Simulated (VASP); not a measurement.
# GaSi48H25C3 in VASP: a series of runs, part 2 of 2

VASP 6.6.1.

## Step 3: Single point, PBE+D4

Contents of INCAR:

```
SYSTEM = GaSi48H25C3
  PREC = Accurate
  ENCUT = 520
  EDIFF = 1E-6
  ISMEAR = 0
  SIGMA = 0.03
  LREAL = Auto
  LASPH = .TRUE.
  NELM = 120
  ALGO = Normal
  ISIF = 2
  LWAVE = .FALSE.
  LCHARG = .FALSE.
  GGA = PE
  IVDW = 13
  NBANDS = 165
  GGA_COMPAT = .FALSE.
  NELMDL = -8
```

Contents of KPOINTS:

```
Automatic mesh
0
G
  1 1 1
  0 0 0
```

Contents of POSCAR:

```
GaSi48H25C3
1.0
    7.6805938572      7.6805938572      0.0000000000
   -7.6805938572      7.6805938572      0.0000000000
    0.0000000000      0.0000000000     23.4276500000
Si H Ga C
48 25 1 3
Direct
    0.6930603400      0.3026076800      0.4074452300
    0.8169251700      0.6788224900      0.4107600600
    0.0629047500      0.9407655500      0.4077763600
    0.3031960000      0.1960679800      0.4317456800
    0.9664516200      0.5361540100      0.4396319200
    0.2134306900      0.7886225400      0.4265171300
    0.4571566300      0.0330262300      0.4439583200
    0.5462561600      0.4490439200      0.4268988400
    0.8782849400      0.3885422100      0.3768594300
    0.8770163100      0.8700347200      0.3744585800
    0.1377745700      0.1260620200      0.3747207500
    0.3792043700      0.3641569300      0.3775185400
    0.1145756900      0.6259230800      0.3773289400
    0.3737730800      0.8897951900      0.3774091500
    0.6049314400      0.1176179100      0.3799013100
    0.6245914200      0.6161742700      0.3767238900
    0.0003497300      0.2511634900      0.3228633200
    0.0057061000      0.7471721600      0.3120288700
    0.2533524200     -0.0017056200      0.3122577400
    0.4991582500      0.2485902100      0.3147753900
    0.2500225300      0.4982325100      0.3250492600
    0.4984186000      0.7529979400      0.3242817300
    0.7443936100      0.0020306200      0.3232194000
    0.7515541100      0.5000059300      0.3132551500
    0.8728738100      0.1259251500      0.2645097900
    0.8763605600      0.6252973800      0.2567045700
    0.1259872600      0.8765528200      0.2564900600
    0.3762114000      0.1252689800      0.2565220600
    0.1263285300      0.3749814200      0.2637250700
    0.3742649300      0.6252941300      0.2652473200
    0.6250711900      0.8734996800      0.2635483200
    0.6224074900      0.3753733000      0.2585667300
    0.7502278400      0.2496722700      0.2030796500
    0.7485521200      0.7516326300      0.2022792100
   -0.0033114600      0.0030551800      0.2028555400
    0.2486639400      0.2518484300      0.2022968700
    0.0030361800      0.4976359600      0.2022865600
    0.2522883200      0.7477435100      0.2026216200
    0.5021948900     -0.0029103100      0.2021766000
    0.4969578400      0.5026330900      0.2031981600
    0.8750000000      0.3750000000      0.1455075500
    0.8750000000      0.8750000000      0.1455075500
    0.1250000000      0.1250000000      0.1455075500
    0.3750000000      0.3750000000      0.1455075500
    0.1250000000      0.6250000000      0.1455075500
    0.3750000000      0.8750000000      0.1455075500
    0.6250000000      0.1250000000      0.1455075500
    0.6250000000      0.6250000000      0.1455075500
    0.9516281900      0.2983718100      0.1067115100
    0.7983718100      0.4516281900      0.1067115100
    0.9516281900      0.7983718100      0.1067115100
    0.7983718100      0.9516281900      0.1067115100
    0.2016281900      0.0483718100      0.1067115100
    0.0483718100      0.2016281900      0.1067115100
    0.4516281900      0.2983718100      0.1067115100
    0.2983718100      0.4516281900      0.1067115100
    0.2016281900      0.5483718100      0.1067115100
    0.0483718100      0.7016281900      0.1067115100
    0.4516281900      0.7983718100      0.1067115100
    0.2983718100      0.9516281900      0.1067115100
    0.7016281900      0.0483718100      0.1067115100
    0.5483718100      0.2016281900      0.1067115100
    0.7016281900      0.5483718100      0.1067115100
    0.5483718100      0.7016281900      0.1067115100
    0.1008146900      0.8874829700      0.5790699700
    0.1623658700      0.7748335900      0.6270002600
    0.0532435100      0.7317894800      0.5732943100
    0.4423452700      0.6701783100      0.5865503300
    0.4555656200      0.6223300900      0.5136565000
    0.4946465600      0.7754577100      0.5328706500
    0.3156882500      0.2933820900      0.5281270300
    0.1685143900      0.3208119900      0.4966225700
    0.2026612300      0.1746946400      0.5278230500
    0.2629179600      0.7587707800      0.5266224500
    0.1322032300      0.7916465900      0.5830102500
    0.4309179600      0.6993038700      0.5420408200
    0.2410623700      0.2515454400      0.5031242400
```

Potentials or basis: VASP PAW PBE potentials, release 64 (Si, H, Ga_d, C).

Command:

```bash
cat potpaw_PBE.64/Si/POTCAR potpaw_PBE.64/H/POTCAR potpaw_PBE.64/Ga_d/POTCAR potpaw_PBE.64/C/POTCAR > POTCAR
mpirun -np 1 vasp_gam > vasp.out
```

OUTCAR:

```text
SYSTEM = GaSi48H25C3
   PREC = Accurate
   ENCUT = 520
   EDIFF = 1E-6
   ISMEAR = 0
   LREAL = Auto
   LASPH = .TRUE.
   NELM = 120
   ISIF = 2
   GGA = PE
   IVDW = 13
   NELMDL = -8

 ion  position               nearest neighbor table
   1  0.693  0.303  0.407-   8 2.30  15 2.32   9 2.33  20 3.08  24 3.14
   2  0.817  0.679  0.411-  10 2.34  16 2.34   5 2.34  24 3.08
   3  0.063  0.941  0.408-  10 2.30  11 2.30   6 2.37  19 3.11  18 3.14
   4  0.303  0.196  0.432-  77 1.90  11 2.36  12 2.37   7 2.45
   5  0.966  0.536  0.440-   2 2.34   9 2.38  13 2.38
   6  0.213  0.789  0.427-  14 2.36   3 2.37  13 2.37  74 2.43
   7  0.457  0.033  0.444-  14 2.38  15 2.38   4 2.45
   8  0.546  0.449  0.427-   1 2.30  16 2.32  12 2.34
[... 536 lines left out ...]
  in kB       9.04706     3.04437    -1.86644    -0.03302     0.03975     0.04496
  external pressure =        3.41 kB  Pullay stress =        0.00 kB

 VOLUME and BASIS-vectors are now :
 -----------------------------------------------------------------------------
  energy-cutoff  :      520.00
  volume of cell :     2764.07
      direct lattice vectors                 reciprocal lattice vectors
     7.680593857  7.680593857  0.000000000     0.065099133  0.065099133  0.000000000
    -7.680593857  7.680593857  0.000000000    -0.065099133  0.065099133  0.000000000
     0.000000000  0.000000000 23.427650000     0.000000000  0.000000000  0.042684606

 POSITION                                       TOTAL-FORCE (eV/Angst)
 -----------------------------------------------------------------------------------
      2.99891      7.64732      9.54548        -0.051770      0.000410     -0.094339
      1.06071     11.48823      9.62314         0.064848     -0.007992     -0.118301
     -6.74249      7.70878      9.55324         0.077311     -0.001266     -0.093689
      0.82281      3.83464     10.11479         0.004305     -0.003989     -0.019038
      3.30494     11.54090     10.29954        -0.034825      0.000112     -0.036968
     -4.41781      7.69636      9.99229        -0.042051      0.002942     -0.029726
[... 69 lines left out ...]
     -2.06136      8.68077     12.69874        -0.037144     -0.016352     -0.016548
     -0.08052      3.78352     11.78702         0.010717     -0.000999     -0.027417
 -----------------------------------------------------------------------------------
    total drift:                                0.007429     -0.002250      0.023765

  FREE ENERGIE OF THE ION-ELECTRON SYSTEM (eV)
  ---------------------------------------------------
  free  energy   TOTEN  =      -378.3388592310 eV

  energy  without entropy=     -378.3388592310  energy(sigma->0) =     -378.33885923
```

stdout:

```text
POSCAR found type information on POSCAR SiH GaC
 POSCAR found :  4 types and      77 ions
 scaLAPACK will be used
 LDA part: xc-table for (Slater+PW92), standard interpolation
 POSCAR, INCAR and KPOINTS ok, starting setup
 FFT: planning ... GRIDC
 FFT: planning ... GRID_SOFT
 FFT: planning ... GRID
 WAVECAR not read
 entering main loop
```

It took 36 min on 1 thread of AMD EPYC 7R13, shared host; peak memory 2 GiB.

What came out:

* Free energy: -378.3389 eV
* Largest force: 0.344 eV/Å
* Dispersion energy per atom: -0.185 eV

Forces on the atoms (eV/Å):
```
Si  -0.052  0.000 -0.094
Si   0.065 -0.008 -0.118
Si   0.077 -0.001 -0.094
Si   0.004 -0.004 -0.019
Si  -0.035  0.000 -0.037
Si  -0.042  0.003 -0.030
Si  -0.004 -0.001 -0.030
Si   0.022  0.000 -0.039
Si  -0.032 -0.008  0.002
Si   0.030 -0.007  0.003
Si   0.016 -0.022 -0.011
Si   0.018  0.016 -0.010
Si  -0.032 -0.003  0.003
Si  -0.015 -0.012 -0.003
Si  -0.012  0.018 -0.004
Si   0.032  0.015  0.002
Si   0.001 -0.004 -0.001
Si  -0.026  0.004  0.055
Si  -0.015 -0.023  0.032
Si   0.009  0.020  0.024
Si   0.002 -0.001 -0.005
Si   0.003  0.001 -0.002
Si   0.002  0.003  0.001
Si  -0.003  0.011  0.058
Si  -0.001  0.000  0.006
Si  -0.002 -0.001  0.014
Si  -0.003  0.000  0.013
Si   0.003  0.001  0.004
Si   0.002  0.002  0.002
Si   0.000 -0.001  0.002
Si   0.001 -0.001  0.003
Si   0.004  0.001  0.013
Si   0.000  0.000  0.018
Si  -0.002  0.001  0.019
Si  -0.001  0.000  0.017
Si  -0.002  0.001  0.016
Si   0.003 -0.001  0.016
Si   0.001  0.000  0.016
Si   0.002  0.001  0.016
Si  -0.002 -0.001  0.015
Si   0.234 -0.019  0.003
Si  -0.282  0.014 -0.063
Si  -0.302  0.003 -0.016
Si  -0.282  0.052 -0.061
Si   0.295  0.048 -0.105
Si   0.318 -0.051 -0.121
Si   0.246  0.009 -0.025
Si  -0.238 -0.069  0.005
H   -0.272 -0.026  0.002
H    0.256  0.010  0.072
H   -0.252  0.024  0.083
H    0.265 -0.003 -0.005
H   -0.254 -0.032  0.085
H    0.276  0.002 -0.009
H   -0.255  0.023  0.072
H    0.301  0.000 -0.009
H   -0.302  0.020 -0.014
H    0.257  0.001  0.071
H   -0.297 -0.021 -0.024
H    0.260 -0.003  0.071
H   -0.267  0.034 -0.012
H    0.256 -0.015  0.071
H   -0.254 -0.020  0.077
H    0.283  0.012  0.012
H   -0.007  0.000 -0.001
H    0.007  0.007  0.016
H   -0.007 -0.006 -0.003
H    0.006 -0.003  0.022
H    0.019 -0.009 -0.013
H    0.003  0.020  0.000
H    0.005  0.021  0.018
H   -0.026 -0.001  0.001
H    0.007 -0.021  0.018
Ga  -0.010 -0.005 -0.014
C    0.020  0.019 -0.031
C   -0.037 -0.016 -0.017
C    0.011 -0.001 -0.027
```

Caveat: the k points lie up to 0.58 Å⁻¹ apart; there is no dipole correction, which matters where the two faces differ.
